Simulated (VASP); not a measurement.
# ZnO (P6_3mc) in VASP: a series of runs

Runs on ZnO. Level: PBEsol. Tasks: single point.

Everything below comes from runs of VASP 6.6.1. Logs are shortened: lines on timing, memory, paths and dates and some standing lists are left out, and cuts for length are marked.

### 1 The cell of the first run

It takes space group P6_3mc (No. 186, hexagonal). Conventional cell: a = 3.322 Å, b = 3.322 Å, c = 4.933 Å, α = 90.00°, β = 90.00°, γ = 120.00°. Within 2.6 Å of Zn (site symmetry 3m) lie 4 O at 1.95 to 2.09 Å. Within 2.6 Å of O (site symmetry 3m) lie 4 Zn at 1.95 to 2.09 Å.

### 2 Single point, PBEsol

INCAR reads:

```
PREC = Accurate
ENCUT = 520
EDIFF = 1E-6
ISMEAR = 0
SIGMA = 0.05
LREAL = F
LASPH = T
NELM = 100
ALGO = Normal
ISIF = 2
LWAVE = F
LCHARG = T
GGA = PS
LELF = T
LVHAR = T
NBANDS = 26
```

KPOINTS reads:

```
Automatic mesh
0
Gamma
  9 9 6
```

POSCAR reads:

```
ZnO
1.0
    3.3219642457      0.0000000000      0.0000000000
   -1.6609821228      2.8769054272      0.0000000000
    0.0000000000      0.0000000000      4.9334491013
Zn O
2 2
Direct
    0.3333333333      0.6666666667      0.0015754469
    0.6666666667      0.3333333333      0.5015754469
    0.3333333333      0.6666666667      0.4257754335
    0.6666666667      0.3333333333      0.9257754335
```

Potentials or basis: VASP PAW PBE potentials, release 64 (Zn, O).

On the command line:

```bash
$ cat potpaw_PBE.64/Zn/POTCAR potpaw_PBE.64/O/POTCAR > POTCAR
$ mpirun -np 1 vasp_std > vasp.out
```

OUTCAR:

```text
PREC = Accurate
   ENCUT = 520
   EDIFF = 1E-6
   ISMEAR = 0
   LREAL = F
   LASPH = T
   NELM = 100
   ISIF = 2
   GGA = PS

 ion  position               nearest neighbor table
   1  0.333  0.667  0.002-   4 1.95   4 1.95   4 1.95   3 2.09
   2  0.667  0.333  0.502-   3 1.95   3 1.95   3 1.95   4 2.09
   3  0.333  0.667  0.426-   2 1.95   2 1.95   2 1.95   1 2.09
   4  0.667  0.333  0.926-   1 1.95   1 1.95   1 1.95   2 2.09

  LATTYP: Found a hexagonal cell.
 ALAT       =     3.3219642457
 C/A-ratio  =     1.4851000000

  Lattice vectors:

 A1 = (   3.3219642457,   0.0000000000,   0.0000000000)
 A2 = (  -1.6609821228,   2.8769054272,   0.0000000000)
 A3 = (   0.0000000000,   0.0000000000,   4.9334491013)

Analysis of symmetry for initial positions (statically):
=====================================================================
 Subroutine PRICEL returns:
 Original cell was already a primitive cell.

 Routine SETGRP: Setting up the symmetry group for a
 hexagonal supercell.

 Subroutine GETGRP returns: Found 12 space group operations
 (whereof  6 operations were pure point group operations)
 out of a pool of 24 trial point group operations.

The static configuration has the point symmetry C_3v.
 The point group associated with its full space group is C_6v.

Analysis of symmetry for dynamics (positions and initial velocities):
=====================================================================
 Subroutine PRICEL returns:
 Original cell was already a primitive cell.

 Routine SETGRP: Setting up the symmetry group for a
 hexagonal supercell.

 Subroutine GETGRP returns: Found 12 space group operations
 (whereof  6 operations were pure point group operations)
 out of a pool of 24 trial point group operations.

The dynamic configuration has the point symmetry C_3v.
 The point group associated with its full space group is C_6v.

 Subroutine INISYM returns: Found 12 space group operations
 (whereof  6 operations are pure point group operations),
 and found     1 'primitive' translations

----------------------------------------------------------------------------------------

                                     Primitive cell

  volume of cell :      47.1489

  direct lattice vectors                    reciprocal lattice vectors
     3.321964246  0.000000000  0.000000000     0.301026720  0.173797858  0.000000000
    -1.660982123  2.876905427  0.000000000     0.000000000  0.347595715  0.000000000
     0.000000000  0.000000000  4.933449101     0.000000000  0.000000000  0.202697946

  length of vectors
     3.321964246  3.321964246  4.933449101     0.347595715  0.347595715  0.202697946

  position of ions in fractional coordinates (direct lattice)
     0.333333333  0.666666667  0.001575447
     0.666666667  0.333333333  0.501575447
     0.333333333  0.666666667  0.425775434
     0.666666667  0.333333333  0.925775434

  ion indices of the primitive-cell ions
   primitive index   ion index
                 1           1
                 2           2
                 3           3
                 4           4

----------------------------------------------------------------------------------------

 KPOINTS: Automatic mesh

Automatic generation of k-mesh.
 Grid dimensions read from file:
 generate k-points for:    9    9    6

 Generating k-lattice:

  Cartesian coordinates                     Fractional coordinates (reciprocal lattice)
     0.033447413  0.019310873  0.000000000     0.111111111  0.000000000  0.000000000
     0.000000000  0.038621746  0.000000000     0.000000000  0.111111111  0.000000000
     0.000000000  0.000000000  0.033782991     0.000000000  0.000000000  0.166666667

  Length of vectors
     0.038621746  0.038621746  0.033782991

  Shift w.r.t. Gamma in fractional coordinates (k-lattice)
     0.000000000  0.000000000  0.000000000

 Subroutine IBZKPT returns following result:
 ===========================================

 Found     48 irreducible k-points:

 Following reciprocal coordinates:
            Coordinates               Weight
  0.000000  0.000000  0.000000      1.000000
  0.111111 -0.000000  0.000000      6.000000
  0.222222  0.000000  0.000000      6.000000
  0.333333  0.000000  0.000000      6.000000
  0.444444  0.000000  0.000000      6.000000
  0.111111  0.111111  0.000000      6.000000
[... 16 lines left out ...]
  0.333333  0.222222  0.166667     24.000000
  0.333333  0.333333  0.166667      4.000000
 [... further k-points ...]
   k-points           NKPTS =     48   k-points in BZ     NKDIM =     48   number of bands    NBANDS=     26
   number of dos      NEDOS =    301   number of ions     NIONS =      4
   total plane-waves  NPLWV =  31360
   dimension x,y,z NGX =    28 NGY =   28 NGZ =   40
   dimension x,y,z NGXF=    56 NGYF=   56 NGZF=   80
   ions per type =               2   2
   NGX,Y,Z   is equivalent  to a cutoff of  14.01, 14.01, 13.48 a.u.
   NGXF,Y,Z  is equivalent  to a cutoff of  28.02, 28.02, 26.96 a.u.
 SYSTEM =  unknown system
   PREC   = accura    normal or accurate (medium, high low for compatibility)
   ISTART =      0    job   : 0-new  1-cont  2-samecut
   ICHARG =      2    charge: 1-file 2-atom 10-const
   ISPIN  =      1    spin polarized calculation?
   LNONCOLLINEAR =      F non collinear calculations
   LSORBIT =      F    spin-orbit coupling
   LASPH  =      T    aspherical Exc in radial PAW
   ENCUT  =  520.0 eV  38.22 Ry    6.18 a.u.   6.18  6.18  9.17*2*pi/ulx,y,z
   NELM   =    100;   NELMIN=  2; NELMDL= -5     # of ELM steps
   EDIFF  = 0.1E-05   stopping-criterion for ELM
   LREAL  =      F    real-space projection
   EDIFFG = 0.1E-04   stopping-criterion for IOM
   NSW    =      0    number of steps for IOM
   IBRION =     -1    ionic relax: 0-MD 1-quasi-New 2-CG
   NFREE  =      0    steps in history (QN), initial steepest desc. (CG)
   ISIF   =      2    stress and relaxation
   ISYM   =      2    0-nonsym 1-usesym 2-fastsym
   POTIM  = 0.5000    time-step for ionic-motion
   TEBEG  =    0.0;   TEEND  =   0.0 temperature during run
   PSTRESS=    0.0 pullay stress
   NELECT =      36.0000    total number of electrons
   NUPDOWN=      -1.0000    fix difference up-down
   EMIN   =  10.00;   EMAX   =-10.00  energy-range for DOS
   EFERMI =   0.00;   METHOD = LEGACY
   ISMEAR =     0;   SIGMA  =   0.05  broadening in eV -4-tet -1-fermi 0-gaus
   EFERMI_NEDOS =   21; number of points for ismear=-14 and -15
   IALGO  =     38    algorithm
   IMIX   =      4    mixing-type and parameters
     AMIX     =   0.40;   BMIX     =  1.00
     AMIX_MAG =   1.60;   BMIX_MAG =  1.00
  volume/ion in A,a.u.               =      11.79        79.54
  Fermi-wavevector in a.u.,A,eV,Ry     =   1.496300  2.827597 30.462260  2.238913
  Thomas-Fermi vector in A             =   2.608334
   LORBIT       =      0    0 simple, 1 ext, 2 COOP (PROOUT), +10 PAW based schemes
   GGA     = PS    functional components
   LHFCALC =     F    Hartree Fock is set to
   AEXX    =    0.0000 exact exchange contribution
   IVDW    =     0    specifies the selected vdW correction
   LEPSILON=     F    determine dielectric tensor
   LRPA    =     F    only Hartree local field effects (RPA)
 non-spin polarized calculation
 Gauss-broadening in eV      SIGMA  =   0.05
  energy-cutoff  :      520.00
  volume of cell :       47.15
 maximum number of plane-waves:      1284
 NGX is ok and might be reduce to    28

 number of electron      35.9999998 magnetization

 Free energy of the ion-electron system (eV)
  ---------------------------------------------------
  ext. energy  EPLUGINS =         0.00000000
  ---------------------------------------------------
  free energy    TOTEN  =       -19.30416998 eV

  energy without entropy =      -19.30416998  energy(sigma->0) =      -19.30416998

 E-fermi :   1.3175     XC(G=0): -11.2432

 val. band max:        1.0904899264   @ k =   0.0000   0.0000   0.0000
 cond. band min:       1.8722718572   @ k =   0.0000   0.0000   0.0000
 fundamental gap:      0.7817819308
 Fermi energy:         1.3175390067

 k-point     1 :       0.0000    0.0000    0.0000
  band No.  band energies     occupation
      1     -16.9371      2.00000
      2     -16.0601      2.00000
      3      -4.7193      2.00000
      4      -4.7193      2.00000
      5      -4.6770      2.00000
      6      -4.6770      2.00000
[... 18 lines left out ...]
     25      14.5676      0.00000
     26      16.5910      0.00000

 k-point     2 :       0.1111   -0.0000    0.0000
  band No.  band energies     occupation
      1     -16.8691      2.00000
      2     -16.0363      2.00000
      3      -4.7850      2.00000
      4      -4.6788      2.00000
      5      -4.6615      2.00000
      6      -4.6095      2.00000
[... 18 lines left out ...]
     25      14.8596      0.00000
     26      15.9926      0.00000

 k-point     3 :       0.2222    0.0000    0.0000
  band No.  band energies     occupation
      1     -16.6867      2.00000
      2     -15.9824      2.00000
      3      -4.9104      2.00000
      4      -4.6759      2.00000
      5      -4.4991      2.00000
      6      -4.4337      2.00000
[... 18 lines left out ...]
     25      14.2597      0.00000
     26      15.4153      0.00000

 k-point     4 :       0.3333    0.0000    0.0000
  band No.  band energies     occupation
      1     -16.4514      2.00000
      2     -15.9415      2.00000
      3      -4.9644      2.00000
      4      -4.6740      2.00000
      5      -4.3083      2.00000
      6      -4.1989      2.00000
[... 18 lines left out ...]
     25      14.4747      0.00000
     26      15.4010      0.00000
[... 496 lines left out ...]
      1     -16.3046      2.00000
      2     -15.9590      2.00000
      3      -4.8331      2.00000
      4      -4.6486      2.00000
      5      -4.3148      2.00000
      6      -4.2335      2.00000
[... 18 lines left out ...]
     25      12.9258      0.00000
     26      15.9100      0.00000

 k-point    23 :       0.3333    0.2222    0.1667
  band No.  band energies     occupation
      1     -16.1458      2.00000
      2     -15.9746      2.00000
      3      -4.6433      2.00000
      4      -4.5471      2.00000
      5      -4.2522      2.00000
      6      -4.1486      2.00000
[... 18 lines left out ...]
     25      13.5019      0.00000
     26      15.0162      0.00000

 k-point    24 :       0.3333    0.3333    0.1667
  band No.  band energies     occupation
      1     -16.0358      2.00000
      2     -16.0358      2.00000
      3      -4.4391      2.00000
      4      -4.4391      2.00000
      5      -4.3149      2.00000
      6      -3.9684      2.00000
[... 18 lines left out ...]
     25      14.2930      0.00000
     26      15.1984      0.00000

 [... further k-points ...]

------------------------ aborting loop because EDIFF is reached ----------------------------------------

  FORCE on cell =-STRESS in cart. coord.  units (eV):
  Direction    XX          YY          ZZ          XY          YZ          ZX
  --------------------------------------------------------------------------------------
  -------------------------------------------------------------------------------------
  Total       -0.0924246     -0.0924246     -0.2242058     -0.0000000      0.0000000      0.0000000
  in kB       -3.1407050     -3.1407050     -7.6187950     -0.0000000      0.0000000      0.0000000
  external PRESSURE =      -4.6334016 kB  Pullay stress =       0.0000000 kB

 VOLUME and BASIS-vectors are now :
 -----------------------------------------------------------------------------
  energy-cutoff  :      520.00
  volume of cell :       47.15
      direct lattice vectors                 reciprocal lattice vectors
     3.321964246  0.000000000  0.000000000     0.301026720  0.173797858  0.000000000
    -1.660982123  2.876905427  0.000000000     0.000000000  0.347595715  0.000000000
     0.000000000  0.000000000  4.933449101     0.000000000  0.000000000  0.202697946

 POSITION                                       TOTAL-FORCE (eV/Angst)
 -----------------------------------------------------------------------------------
     -0.00000      1.91794      0.00777        -0.000000     -0.000000      0.371981
      1.66098      0.95897      2.47450         0.000000     -0.000000      0.371981
     -0.00000      1.91794      2.10054        -0.000000     -0.000000     -0.371981
      1.66098      0.95897      4.56727        -0.000000      0.000000     -0.371981
 -----------------------------------------------------------------------------------
    total drift:                               -0.000001     -0.000001      0.000122

  FREE ENERGIE OF THE ION-ELECTRON SYSTEM (eV)
  ---------------------------------------------------
  free  energy   TOTEN  =       -19.3041699753 eV

  energy  without entropy=      -19.3041699753  energy(sigma->0) =      -19.30416998
```

It took 1.9 min on 1 thread of AMD EPYC 7R13, shared host; peak memory 0.17 GiB.

Results:

```yaml
Free_energy: -19.3042 eV
Pressure: -0.5 GPa
Largest_force: 0.372 eV/Å
Band_gap_on_the_k_mesh: 0.78 eV
```

Forces in eV/Å, atoms in the order of the input:
```
Zn   0.000  0.000  0.372
Zn   0.000  0.000  0.372
O    0.000  0.000 -0.372
O    0.000  0.000 -0.372
```

Levels at points of the mesh, in eV from the valence-band top:
| k point | band 15 | band 16 | band 17 | band 18 | band 19 | band 20 | band 21 | band 22 |
| --- | --- | --- | --- | --- | --- | --- | --- | --- |
| (0.00, 0.00, 0.00) | -0.67 | -0.38 | 0.00 | 0.00 | 0.78 | 4.80 | 8.70 | 12.08 |
| (0.00, 0.00, 0.50) | -0.32 | -0.32 | -0.32 | -0.32 | 3.57 | 3.57 | 10.32 | 10.32 |

Caveat: the PAW data sets were made with another functional, which shifts forces and pressure a little.

### 3 Single point, PBEsol

This run uses another cell than the first one, of the same volume but with other edges.

INCAR reads:

```
SYSTEM = ZnO
PREC = Accurate
ENCUT = 520
EDIFF = 1E-6
ISMEAR = 0
SIGMA = 0.05
LREAL = .False.
LASPH = .True.
NELM = 100
ALGO = Normal
ISIF = 2
LWAVE = .False.
LCHARG = .True.
GGA = PS
LELF = .True.
LVHAR = .True.
NBANDS = 26
```

KPOINTS reads:

```
regular mesh
0
Gamma
  9 9 6
  0 0 0
```

POSCAR reads:

```
ZnO
1.0
    3.2309318303      0.0000000000      0.0000000000
   -1.6154659151      2.7980690429      0.0000000000
    0.0000000000      0.0000000000      5.2153681419
Zn O
2 2
Direct
    0.3333333333      0.6666666667      0.0015754469
    0.6666666667      0.3333333333      0.5015754469
    0.3333333333      0.6666666667      0.3956145713
    0.6666666667      0.3333333333      0.8956145713
```

Potentials or basis: VASP PAW PBE potentials, release 64 (Zn, O).

On the command line:

```bash
$ cat potpaw_PBE.64/Zn/POTCAR potpaw_PBE.64/O/POTCAR > POTCAR
$ mpirun -np 1 vasp_std > vasp.out
```

Wall time 85 s (1 thread of AMD EPYC 7R13, shared host); peak memory 0.16 GiB.

The run converged. Its results:

* Free energy: -19.3757 eV
* Pressure: 1.2 GPa
* Largest force: 0.406 eV/Å
* Band gap on the k mesh: 0.70 eV

Forces in eV/Å, atoms in the order of the input:
```
Zn   0.000  0.000  0.406
Zn   0.000  0.000  0.406
O    0.000  0.000 -0.406
O    0.000  0.000 -0.406
```

Stress tensor (GPa, compression positive):
```
 3.25  0.00  0.00
 0.00  3.25  0.00
 0.00  0.00 -2.97
```

Levels at points of the mesh, in eV from the valence-band top:
```tsv
k point	band 15	band 16	band 17	band 18	band 19	band 20	band 21	band 22
(0.00, 0.00, 0.00)	-0.69	-0.24	0.00	0.00	0.70	5.05	8.01	12.78
(0.00, 0.00, 0.50)	-0.34	-0.34	-0.34	-0.34	3.36	3.36	9.81	9.81
```

Caveat: the PAW data sets were made with another functional, which shifts forces and pressure a little.
